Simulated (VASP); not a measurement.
# Ta (Fm-3m) in VASP: single point with PBE

Aim: the single point of Ta with PBE.

All numbers are computed with VASP 6.6.1; they aren't measurements. Logs are shortened: lines on timing, memory, paths and dates and some standing lists are left out, and cuts for length are marked.

### 1 The cell of the first run

Symmetry: Fm-3m, No. 225, cubic system. The conventional cell has a = 4.221 Å, b = 4.221 Å, c = 4.221 Å, α = 90.00°, β = 90.00°, γ = 90.00°. Within 3.9 Å of Ta (site symmetry m-3m) lie 12 Ta at 2.98 Å.

### 2 Single point, PBE, non-collinear spin, zero start, spin-orbit coupling

Contents of INCAR:

```
SYSTEM = Ta
  ALGO = Normal
  EDIFF = 1E-7
  ENCUT = 520
  GGA = PE
  GGA_COMPAT = .FALSE.
  ISIF = 2
  ISMEAR = -1
  LASPH = .TRUE.
  LCHARG = .FALSE.
  LMAXMIX = 4
  LORBIT = 11
  LORBMOM = .TRUE.
  LREAL = .FALSE.
  LSORBIT = .TRUE.
  LWAVE = .FALSE.
  MAGMOM = 0 0 0
  NBANDS = 22
  NELM = 150
  PREC = Accurate
  SIGMA = 0.05
```

Contents of KPOINTS:

```
k-points
0
G
  17 17 17
  0 0 0
```

Contents of POSCAR:

```
Ta
1.0
    0.0000000000      2.1105021411      2.1105021411
    2.1105021411      0.0000000000      2.1105021411
    2.1105021411      2.1105021411      0.0000000000
Ta
1
Direct
    0.0000000000      0.0000000000      0.0000000000
```

Potentials or basis: VASP PAW PBE potentials, release 64 (Ta_pv).

The run is started by

```
$ cat potpaw_PBE.64/Ta_pv/POTCAR > POTCAR
$ mpirun -np 1 vasp_ncl > vasp.out
```

OUTCAR:

```text
SYSTEM = Ta
   EDIFF = 1E-7
   ENCUT = 520
   GGA = PE
   ISIF = 2
   ISMEAR = -1
   LASPH = .TRUE.
   LORBIT = 11
   LREAL = .FALSE.
   LSORBIT = .TRUE.
   NELM = 150
   PREC = Accurate

 ion  position               nearest neighbor table
   1  0.000  0.000  0.000-

  LATTYP: Found a face centered cubic cell.
 ALAT       =     4.2210042822

  Lattice vectors:

 A1 = (   0.0000000000,   2.1105021411,   2.1105021411)
 A2 = (   2.1105021411,   0.0000000000,   2.1105021411)
 A3 = (   2.1105021411,   2.1105021411,   0.0000000000)

Analysis of symmetry for initial positions (statically):
=====================================================================
 Subroutine PRICEL returns:
 Original cell was already a primitive cell.

 Routine SETGRP: Setting up the symmetry group for a
 face centered cubic supercell.

 Subroutine GETGRP returns: Found 48 space group operations
 (whereof 48 operations were pure point group operations)
 out of a pool of 48 trial point group operations.

The static configuration has the point symmetry O_h .

Analysis of symmetry for dynamics (positions and initial velocities):
=====================================================================
 Subroutine PRICEL returns:
 Original cell was already a primitive cell.

 Routine SETGRP: Setting up the symmetry group for a
 face centered cubic supercell.

 Subroutine GETGRP returns: Found 48 space group operations
 (whereof 48 operations were pure point group operations)
 out of a pool of 48 trial point group operations.

The dynamic configuration has the point symmetry O_h .

Analysis of structural, dynamic, and magnetic symmetry:
=====================================================================
 Subroutine PRICEL returns:
 Original cell was already a primitive cell.

 Routine SETGRP: Setting up the symmetry group for a
 face centered cubic supercell.

 Subroutine GETGRP returns: Found 48 space group operations
 (whereof 48 operations were pure point group operations)
 out of a pool of 48 trial point group operations.

The overall configuration has the point symmetry O_h .

 Subroutine INISYM returns: Found 48 space group operations
 (whereof 48 operations are pure point group operations),
 and found     1 'primitive' translations

----------------------------------------------------------------------------------------

                                     Primitive cell

  volume of cell :      18.8013

  direct lattice vectors                    reciprocal lattice vectors
     0.000000000  2.110502141  2.110502141    -0.236910444  0.236910444  0.236910444
     2.110502141  0.000000000  2.110502141     0.236910444 -0.236910444  0.236910444
     2.110502141  2.110502141  0.000000000     0.236910444  0.236910444 -0.236910444

  length of vectors
     2.984700751  2.984700751  2.984700751     0.410340926  0.410340926  0.410340926

  position of ions in fractional coordinates (direct lattice)
     0.000000000  0.000000000  0.000000000

  ion indices of the primitive-cell ions
   primitive index   ion index
                 1           1

----------------------------------------------------------------------------------------

 KPOINTS: k-points

Automatic generation of k-mesh.
 Grid dimensions read from file:
 generate k-points for:   17   17   17

 Generating k-lattice:

  Cartesian coordinates                     Fractional coordinates (reciprocal lattice)
    -0.013935908  0.013935908  0.013935908     0.058823529  0.000000000  0.000000000
     0.013935908 -0.013935908  0.013935908     0.000000000  0.058823529  0.000000000
     0.013935908  0.013935908 -0.013935908     0.000000000  0.000000000  0.058823529

  Length of vectors
     0.024137702  0.024137702  0.024137702

  Shift w.r.t. Gamma in fractional coordinates (k-lattice)
     0.000000000  0.000000000  0.000000000

 Subroutine IBZKPT returns following result:
[... 41 lines left out ...]
   ISTART =      0    job   : 0-new  1-cont  2-samecut
   ICHARG =      2    charge: 1-file 2-atom 10-const
   ISPIN  =      1    spin polarized calculation?
   LNONCOLLINEAR =      T non collinear calculations
   LSORBIT =      T    spin-orbit coupling
   LASPH  =      T    aspherical Exc in radial PAW
   ENCUT  =  520.0 eV  38.22 Ry    6.18 a.u.   5.55  5.55  5.55*2*pi/ulx,y,z
   NELM   =    150;   NELMIN=  2; NELMDL= -5     # of ELM steps
   EDIFF  = 0.1E-06   stopping-criterion for ELM
   LREAL  =      F    real-space projection
   EDIFFG = 0.1E-05   stopping-criterion for IOM
   NSW    =      0    number of steps for IOM
   IBRION =     -1    ionic relax: 0-MD 1-quasi-New 2-CG
   NFREE  =      0    steps in history (QN), initial steepest desc. (CG)
   ISIF   =      2    stress and relaxation
   ISYM   =      2    0-nonsym 1-usesym 2-fastsym
   POTIM  = 0.5000    time-step for ionic-motion
   TEBEG  =    0.0;   TEEND  =   0.0 temperature during run
   PSTRESS=    0.0 pullay stress
   NELECT =      11.0000    total number of electrons
   NUPDOWN=      -1.0000    fix difference up-down
   EMIN   =  10.00;   EMAX   =-10.00  energy-range for DOS
   EFERMI =   0.00;   METHOD = LEGACY
   ISMEAR =    -1;   SIGMA  =   0.05  broadening in eV -4-tet -1-fermi 0-gaus
   EFERMI_NEDOS =   21; number of points for ismear=-14 and -15
   IALGO  =     38    algorithm
   IMIX   =      4    mixing-type and parameters
     AMIX     =   0.40;   BMIX     =  1.00
     AMIX_MAG =   1.60;   BMIX_MAG =  1.00
  volume/ion in A,a.u.               =      18.80       126.88
  Fermi-wavevector in a.u.,A,eV,Ry     =   1.369231  2.587471 25.508100  1.874792
  Thomas-Fermi vector in A             =   2.495124
   LORBIT       =     11    0 simple, 1 ext, 2 COOP (PROOUT), +10 PAW based schemes
   GGA     = PE    functional components
   LHFCALC =     F    Hartree Fock is set to
   AEXX    =    0.0000 exact exchange contribution
   IVDW    =     0    specifies the selected vdW correction
   LEPSILON=     F    determine dielectric tensor
   LRPA    =     F    only Hartree local field effects (RPA)
  energy-cutoff  :      520.00
  volume of cell :       18.80
 maximum number of plane-waves:      1062
   NGX = 11   NGY = 11   NGZ = 11

 number of electron      11.0000000 magnetization       0.0000000      0.0000000      0.0000000

 number of electron      11.0000001 magnetization      -0.0000000     -0.0000000     -0.0000000

 number of electron      11.0000001 magnetization      -0.0000000      0.0000000      0.0000000

 number of electron      11.0000001 magnetization       0.0000000     -0.0000000     -0.0000000

 Free energy of the ion-electron system (eV)
  ---------------------------------------------------
  ext. energy  EPLUGINS =         0.00000000
  ---------------------------------------------------
  free energy    TOTEN  =       -12.30001370 eV

  energy without entropy =      -12.28978420  energy(sigma->0) =      -12.29489895

 E-fermi :   5.4825     XC(G=0): -12.4022

 val. band max:        5.4693408685   @ k =   0.1176   0.0000   0.0000
 cond. band min:       5.5042433396   @ k =  -0.3529   0.4118   0.1176
 fundamental gap:      0.0349024711
 Fermi energy:         5.4825261188

 k-point     1 :       0.0000    0.0000    0.0000
  band No.  band energies     occupation
      1     -33.5828      1.00000
      2     -33.5828      1.00000
      3     -25.5445      1.00000
      4     -25.5445      1.00000
      5     -25.5445      1.00000
      6     -25.5445      1.00000
[... 589 lines left out ...]
     21      19.6006      0.00000
     22      19.6006      0.00000

 [... further k-points ...]
[... 5 lines left out ...]
  --------------------------------------------------------------------------------------
  -------------------------------------------------------------------------------------
  Total       -0.0081332     -0.0081332     -0.0081332      0.0000000      0.0000000      0.0000000
  in kB       -0.6930839     -0.6930839     -0.6930839      0.0000000      0.0000000      0.0000000
  external PRESSURE =      -0.6930839 kB  Pullay stress =       0.0000000 kB

 VOLUME and BASIS-vectors are now :
 -----------------------------------------------------------------------------
  energy-cutoff  :      520.00
  volume of cell :       18.80
      direct lattice vectors                 reciprocal lattice vectors
     0.000000000  2.110502141  2.110502141    -0.236910444  0.236910444  0.236910444
     2.110502141  0.000000000  2.110502141     0.236910444 -0.236910444  0.236910444
     2.110502141  2.110502141  0.000000000     0.236910444  0.236910444 -0.236910444

 POSITION                                       TOTAL-FORCE (eV/Angst)
 -----------------------------------------------------------------------------------
      0.00000      0.00000      0.00000        -0.000000     -0.000000     -0.000000
 -----------------------------------------------------------------------------------
    total drift:                                0.000000     -0.000000     -0.000000

  FREE ENERGIE OF THE ION-ELECTRON SYSTEM (eV)
  ---------------------------------------------------
  free  energy   TOTEN  =       -12.3000137012 eV

  energy  without entropy=      -12.2897841994  energy(sigma->0) =      -12.29489895

 orbital moment (x)

 # of ion     p       d       tot
 ----------------------------------------
  1         0.000  -0.000  -0.000
 ----------------------------------------
            0.000  -0.000  -0.000

 orbital moment (y)

 # of ion     p       d       tot
 ----------------------------------------
  1         0.000   0.000   0.000
 ----------------------------------------
            0.000   0.000   0.000

 orbital moment (z)

 # of ion     p       d       tot
 ----------------------------------------
  1         0.000  -0.000  -0.000
 ----------------------------------------
            0.000  -0.000  -0.000

 Spin-Orbit-Coupling matrix elements

 Ion:    1  E_soc:     -1.4274655
 l=   1
     0.0000000    -0.2138871    -0.2138871
    -0.2138871     0.0000000    -0.2138871
    -0.2138871    -0.2138871     0.0000000
 l=   2
     0.0000000    -0.0058342     0.0000000    -0.0058342    -0.0181896
    -0.0058342     0.0000000    -0.0136422    -0.0058342    -0.0045474
     0.0000000    -0.0136422     0.0000000    -0.0136422     0.0000000
    -0.0058342    -0.0058342    -0.0136422     0.0000000    -0.0045474
    -0.0181896    -0.0045474     0.0000000    -0.0045474     0.0000000
 l=   3
     0.0000000     0.0000000     0.0000000     0.0000000     0.0000000     0.0000000     0.0000000
     0.0000000     0.0000000     0.0000000     0.0000000     0.0000000     0.0000000     0.0000000
     0.0000000     0.0000000     0.0000000     0.0000000     0.0000000     0.0000000     0.0000000
     0.0000000     0.0000000     0.0000000     0.0000000     0.0000000     0.0000000     0.0000000
     0.0000000     0.0000000     0.0000000     0.0000000     0.0000000     0.0000000     0.0000000
     0.0000000     0.0000000     0.0000000     0.0000000     0.0000000     0.0000000     0.0000000
     0.0000000     0.0000000     0.0000000     0.0000000     0.0000000     0.0000000     0.0000000

 total charge

# of ion       s       p       d       tot
------------------------------------------
    1        0.373   6.174   2.301   8.848

 magnetization (x)

# of ion       s       p       d       tot
------------------------------------------
    1        0.000   0.000   0.000   0.000

 magnetization (y)

# of ion       s       p       d       tot
------------------------------------------
    1        0.000   0.000  -0.000  -0.000

 magnetization (z)

# of ion       s       p       d       tot
------------------------------------------
    1        0.000  -0.000  -0.000  -0.000
```

Wall time 2.3 min (1 thread of Intel Xeon Platinum 8259CL at 2.50GHz (Skylake/Cascade Lake), shared host); peak memory 0.26 GiB.

What came out:

| Item | Value |
| --- | --- |
| Free energy | -12.3000 eV |
| Pressure | -0.1 GPa |
| Net moment | 0.00 μB per cell |
| Valence electrons inside the program's atomic spheres | Ta 8.85 |

Moments on the atoms (μB; x, y, z):
```
Ta  0.00 0.00 0.00
```
